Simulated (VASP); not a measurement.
# CdSe (I-4m2) in VASP: relaxation of the atoms with LDA

Aim: the relaxation of the atoms of CdSe with LDA.

Program: VASP 6.6.1. These are calculated values, not measurements. Logs are shortened: lines on timing, memory, paths and dates and some standing lists are left out, and cuts for length are marked.

## 1. The cell of the first run

It takes space group I-4m2 (No. 119, tetragonal). Conventional cell: a = 4.206 Å, b = 4.206 Å, c = 6.094 Å, α = 90.00°, β = 90.00°, γ = 90.00°. Cd (site symmetry -4m2) has 4 Se at 2.60 Å within 3.4 Å. Within 3.4 Å of Se (site symmetry -4m2) lie 4 Cd at 2.60 Å.

## 2. Relaxation of the atoms, LDA (strained cell)

The input, INCAR:

```
SYSTEM = CdSe
PREC = Accurate ; ENCUT = 450
EDIFF = 1E-7 ; ISMEAR = 0
SIGMA = 0.02 ; LREAL = .FALSE.
LASPH = .TRUE. ; NELM = 120
ALGO = Normal ; ISIF = 2
LWAVE = .FALSE. ; LCHARG = .FALSE.
IBRION = 2 ; NSW = 60
EDIFFG = -0.002 ; GGA_COMPAT = .FALSE.
NELMIN = 4
```

The input, KPOINTS:

```
regular mesh
0
G
  8 8 8
  0 0 0
```

The input, POSCAR:

```
CdSe
1.0
    0.0000000000      2.9740320361      3.0471082752
    2.9740320361      0.0000000000      3.0471082752
    2.9740320361      2.9740320361      0.0000000000
Cd Se
1 1
Direct
    0.0000000000      0.0000000000      0.0000000000
    0.2500000000      0.2500000000      0.2500000000
```

Potentials or basis: VASP PAW LDA potentials, release 64 (Cd, Se).

Launch:

```console
$ cat potpaw_LDA.64/Cd/POTCAR potpaw_LDA.64/Se/POTCAR > POTCAR
$ mpirun -np 1 vasp_std > vasp.out
```

OUTCAR:

```text
SYSTEM = CdSe
   PREC = Accurate
   ENCUT = 450
   EDIFF = 1E-7
   ISMEAR = 0
   LREAL = .FALSE.
   LASPH = .TRUE.
   NELM = 120
   ISIF = 2
   IBRION = 2
   NSW = 60
   EDIFFG = -0.002
   NELMIN = 4

 ion  position               nearest neighbor table
   1  0.000  0.000  0.000-   2 2.60   2 2.60   2 2.60   2 2.60
   2  0.250  0.250  0.250-   1 2.60   1 2.60   1 2.60   1 2.60

  LATTYP: Found a body centered tetragonal cell.
 ALAT       =     4.2059164404
 C/A-ratio  =     1.4489628210

  Lattice vectors:

 A1 = (  -2.9740320361,   0.0000000000,   3.0471082752)
 A2 = (   2.9740320361,   0.0000000000,   3.0471082752)
 A3 = (   0.0000000000,   2.9740320361,  -3.0471082752)

Analysis of symmetry for initial positions (statically):
=====================================================================
 Subroutine PRICEL returns:
 Original cell was already a primitive cell.

 Routine SETGRP: Setting up the symmetry group for a
 body centered tetragonal supercell.

 Subroutine GETGRP returns: Found  8 space group operations
 (whereof  8 operations were pure point group operations)
 out of a pool of 16 trial point group operations.

The static configuration has the point symmetry D_2d.

Analysis of symmetry for dynamics (positions and initial velocities):
=====================================================================
 Subroutine PRICEL returns:
 Original cell was already a primitive cell.

 Routine SETGRP: Setting up the symmetry group for a
 body centered tetragonal supercell.

 Subroutine GETGRP returns: Found  8 space group operations
 (whereof  8 operations were pure point group operations)
 out of a pool of 16 trial point group operations.

The dynamic configuration has the point symmetry D_2d.

 Subroutine INISYM returns: Found  8 space group operations
 (whereof  8 operations are pure point group operations),
 and found     1 'primitive' translations

----------------------------------------------------------------------------------------

                                     Primitive cell

  volume of cell :      53.9025

  direct lattice vectors                    reciprocal lattice vectors
     0.000000000  2.974032036  3.047108275    -0.168121928  0.168121928  0.164090001
     2.974032036  0.000000000  3.047108275     0.168121928 -0.168121928  0.164090001
[... 93 lines left out ...]
   POTIM  = 0.5000    time-step for ionic-motion
   TEBEG  =    0.0;   TEEND  =   0.0 temperature during run
   PSTRESS=    0.0 pullay stress
   NELECT =      18.0000    total number of electrons
   NUPDOWN=      -1.0000    fix difference up-down
   EMIN   =  10.00;   EMAX   =-10.00  energy-range for DOS
   EFERMI =   0.00;   METHOD = LEGACY
   ISMEAR =     0;   SIGMA  =   0.02  broadening in eV -4-tet -1-fermi 0-gaus
   EFERMI_NEDOS =   21; number of points for ismear=-14 and -15
   IALGO  =     38    algorithm
   IMIX   =      4    mixing-type and parameters
     AMIX     =   0.40;   BMIX     =  1.00
     AMIX_MAG =   1.60;   BMIX_MAG =  1.00
  volume/ion in A,a.u.               =      26.95       181.88
  Fermi-wavevector in a.u.,A,eV,Ry     =   1.135785  2.146322 17.551604  1.290006
  Thomas-Fermi vector in A             =   2.272489
   LORBIT       =      0    0 simple, 1 ext, 2 COOP (PROOUT), +10 PAW based schemes
   GGA     = CA    functional components
   LHFCALC =     F    Hartree Fock is set to
   AEXX    =    0.0000 exact exchange contribution
   IVDW    =     0    specifies the selected vdW correction
   LEPSILON=     F    determine dielectric tensor
   LRPA    =     F    only Hartree local field effects (RPA)
 conjugate gradient relaxation of ions
 non-spin polarized calculation
 Gauss-broadening in eV      SIGMA  =   0.02
  energy-cutoff  :      450.00
  volume of cell :       53.90
 maximum number of plane-waves:      1195
 NGX is ok and might be reduce to    30
   NGX = 15   NGY = 15   NGZ = 15

 number of electron      17.9999999 magnetization

 Free energy of the ion-electron system (eV)
  ---------------------------------------------------
  ext. energy  EPLUGINS =         0.00000000
  ---------------------------------------------------
  free energy    TOTEN  =        -6.75823445 eV

  energy without entropy =       -6.75823445  energy(sigma->0) =       -6.75823445

 E-fermi :   1.3247     XC(G=0):  -9.4808

 val. band max:        1.1988279886   @ k =   0.0000   0.0000   0.0000
 cond. band min:       1.6192472668   @ k =   0.0000   0.0000   0.0000
 fundamental gap:      0.4204192782
 Fermi energy:         1.3246518074

 k-point     1 :       0.0000    0.0000    0.0000
  band No.  band energies     occupation
      1     -11.7248      2.00000
      2      -6.9473      2.00000
      3      -6.9359      2.00000
      4      -6.9359      2.00000
      5      -6.5177      2.00000
      6      -6.5079      2.00000
      7       1.1143      2.00000
      8       1.1988      2.00000
      9       1.1988      2.00000
     10       1.6192      0.00000
     11       6.9672      0.00000
     12       6.9672      0.00000
     13       6.9713      0.00000
[... 354 lines left out ...]
  band No.  band energies     occupation
      1     -11.3757      2.00000
      2      -6.8410      2.00000
      3      -6.8181      2.00000
      4      -6.5846      2.00000
      5      -6.4842      2.00000
      6      -6.4316      2.00000
      7      -2.5717      2.00000
      8       0.0813      2.00000
      9       0.1732      2.00000
     10       4.1129      0.00000
     11       6.6417      0.00000
     12       7.7150      0.00000
     13       8.0893      0.00000

 [... further k-points ...]

------------------------ aborting loop because EDIFF is reached ----------------------------------------

  FORCE on cell =-STRESS in cart. coord.  units (eV):
  Direction    XX          YY          ZZ          XY          YZ          ZX
  --------------------------------------------------------------------------------------
  -------------------------------------------------------------------------------------
  Total        0.2829735      0.2829735      0.1294586      0.0000000      0.0000000     -0.0000000
  in kB        8.4109923      8.4109923      3.8479760      0.0000000      0.0000000     -0.0000000
  external PRESSURE =       6.8899869 kB  Pullay stress =       0.0000000 kB

 VOLUME and BASIS-vectors are now :
 -----------------------------------------------------------------------------
  energy-cutoff  :      450.00
  volume of cell :       53.90
      direct lattice vectors                 reciprocal lattice vectors
     0.000000000  2.974032036  3.047108275    -0.168121928  0.168121928  0.164090001
     2.974032036  0.000000000  3.047108275     0.168121928 -0.168121928  0.164090001
     2.974032036  2.974032036  0.000000000     0.168121928  0.168121928 -0.164090001

 POSITION                                       TOTAL-FORCE (eV/Angst)
 -----------------------------------------------------------------------------------
      0.00000      0.00000      0.00000         0.000000      0.000000      0.000000
      1.48702      1.48702      1.52355        -0.000000     -0.000000     -0.000000
 -----------------------------------------------------------------------------------
    total drift:                               -0.000000     -0.000000     -0.000000

  FREE ENERGIE OF THE ION-ELECTRON SYSTEM (eV)
  ---------------------------------------------------
  free  energy   TOTEN  =        -6.7582344478 eV

  energy  without entropy=       -6.7582344478  energy(sigma->0) =       -6.75823445

 reached required accuracy - stopping structural energy minimisation
```

CONTCAR:

```text
CdSe
   1.00000000000000
     0.0000000000000000    2.9740320361000001    3.0471082751999998
     2.9740320361000001    0.0000000000000000    3.0471082751999998
     2.9740320361000001    2.9740320361000001    0.0000000000000000
  Cd              Se
     1     1
Direct
     0.0000000000000000    0.0000000000000000    0.0000000000000000
     0.2500000000000000    0.2500000000000000    0.2500000000000000

  0.00000000E+00  0.00000000E+00  0.00000000E+00
  0.00000000E+00  0.00000000E+00  0.00000000E+00
```

It took 50 s on 1 thread of Oxide Virtual Turin-like, shared host; peak memory 0.14 GiB.

Results:

| Quantity | Value |
| --- | --- |
| Free energy | -6.7582 eV |
| Pressure after relaxing | 0.7 GPa |
| Band gap on the k mesh | 0.42 eV |

Stress tensor (GPa, compression positive):
```
0.84 0.00 0.00
0.00 0.84 0.00
0.00 0.00 0.38
```

Final structure:
```
Cd Se
1.0
     0.00000    2.97403    3.04711
     2.97403    0.00000    3.04711
     2.97403    2.97403    0.00000
Cd Se
1 1
Direct
  0.00000 0.00000 0.00000
  0.25000 0.25000 0.25000
```

Caveat: the cell differs from its parent crystal (strained cell); semilocal functionals underestimate gaps, and a narrow one can read as zero.
